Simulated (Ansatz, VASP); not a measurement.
Two plane-wave programs on Sc

```
CELL_PARAMETERS angstrom
-1.95362 1.95362 1.95362
1.95362 -1.95362 1.95362
1.95362 1.95362 -1.95362
ATOMIC_POSITIONS crystal
Sc 0.00000 0.00000 0.00000
```

Alike in both runs: task single point; functional PBE; k mesh 16 × 16 × 16; occupations gaussian, width 0.1 eV; no spin polarisation.

|  | VASP | Ansatz |
| --- | --- | --- |
| version | VASP 6.6.1 | Ansatz 0.2.0 |
| potentials or method | VASP PAW PBE potentials, release 64 (Sc_sv), cutoff 500 eV | scalar-relativistic, plane waves, PAW |
| valence electrons in the cell | 11 | 11 |

|  | VASP | Ansatz | Ansatz less VASP |
| --- | --- | --- | --- |
| gap on the k mesh at the Fermi level (eV) | none | none | - |
| pressure (GPa) | -7.1 | -7.1 | +0.02 |

A gap of «none» marks a metal or a gap that the smearing closes. With one functional, cell and mesh, what is left measures potentials, basis and numerics.
